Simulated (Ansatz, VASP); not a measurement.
# Two plane-wave programs on MoS2

Contents of POSCAR:

```
MoS2
1.0
    3.2220719098      0.0000000000      0.0000000000
   -1.6110359549      2.7904037643      0.0000000000
    0.0000000000      0.0000000000      6.3019316332
Mo S
1 2
Direct
    0.9911100000      0.9768900000      0.4907000000
    0.3253000000      0.6624100000      0.2567600000
    0.6379600000      0.3263300000      0.7581100000
```

File INCAR.step1:

```
PREC = Accurate ; ENCUT = 520
ISMEAR = -1 ; SIGMA = 0.1
LREAL = F ; LASPH = T
NELM = 60 ; NBANDS = 20
GGA = PE ; ALGO = Normal
EDIFF = 1E-4 ; LWAVE = T
LCHARG = F
```

The input INCAR.step2:

```
PREC = Accurate ; ENCUT = 520
EDIFF = 1E-6 ; ISMEAR = -1
SIGMA = 0.1 ; LREAL = F
LASPH = T ; NELM = 60
ALGO = Normal ; ISIF = 2
LWAVE = F ; LCHARG = T
METAGGA = R2SCAN ; LMIXTAU = T
LELF = T ; LVHAR = T
NBANDS = 20 ; ISTART = 1
```

KPOINTS

```
Automatic mesh
0
Gamma
  7 7 3
```

Input for Ansatz:

```yaml
crystal:
  lattice:
    - [3.2220719098467767, 0.0, 0.0]
    - [-1.6110359549233884, 2.790403764277614, 0.0]
    - [0.0, 0.0, 6.301931633157492]
  atoms:
    - { symbol: Mo, position: [0.99111, 0.97689, 0.4907] }
    - { symbol: S, position: [0.3253, 0.66241, 0.25676] }
    - { symbol: S, position: [0.63796, 0.32633, 0.75811] }
basis:
  ecutwfc: 650.0
  xc_grid: 2
kpoints:
  mp_grid:
    grid: [7, 7, 3]
hamiltonian:
  xc: r2scan
scf:
  convergence:
    dr2_threshold: 1.0e-09
  occupations:
    method: fermi_dirac
output:
  forces: true
  stress: true
```

Alike in both runs: task single point; functional r2SCAN; k mesh 7 × 7 × 3; no spin polarisation.

```csv
,VASP,Ansatz
version,VASP 6.6.1,Ansatz 0.2.0
potentials or method,"VASP PAW PBE potentials, release 64 (Mo_sv, S), cutoff 520 eV","plane waves, PAW"
occupations,"fermi-dirac, width 0.1 eV",fermi-dirac
valence electrons in the cell,26,26
```

```tsv
	VASP	Ansatz	Ansatz less VASP
pressure (GPa)	-1.3	-1.4	-0.04
traceless stress, the component that is largest in VASP (GPa)	-1.83	-1.81	+0.022
rms of the force components (eV/Å)	0.940	0.939	-0.0011
```

VASP's potentials were made for PBE, not for r2SCAN. Atom by atom the forces differ by 0.003 eV/Å (rms over components). Ansatz's warnings: stress scf threshold loose.
